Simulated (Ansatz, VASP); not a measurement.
**In4Sb3As in VASP and in Ansatz**

```
As In Sb
1.0
     4.56383    0.00000    0.00000
     0.00000    4.56383    0.00000
     0.00000    0.00000   12.87132
As In Sb
1 4 3
Direct
  0.00000 0.00000 0.00000
  0.00000 0.50000 0.88765
  0.50000 0.00000 0.62944
  0.00000 0.50000 0.37056
  0.50000 0.00000 0.11235
  0.50000 0.50000 0.75848
  0.00000 0.00000 0.50000
  0.50000 0.50000 0.24152
```

Alike in both runs: task single point; functional PBE; k mesh 6 × 6 × 2; occupations fermi-dirac, width 0.02 eV; no spin polarisation.

```csv
,VASP,Ansatz
version,VASP 6.6.1,Ansatz 0.2.0
potentials or method,"VASP PAW PBE potentials, release 64 (As, In_d, Sb)","plane waves, PAW"
plane-wave cutoff (eV),520,420
valence electrons in the cell,72,112
```

```csv
,VASP,Ansatz,Ansatz less VASP
pressure (GPa),1.5,1.5,+0.01
```

VASP's potentials hold 72 valence electrons a cell and Ansatz's 112, so a difference there can come from the potentials and not from the codes.

Spin-orbit coupling is off throughout.
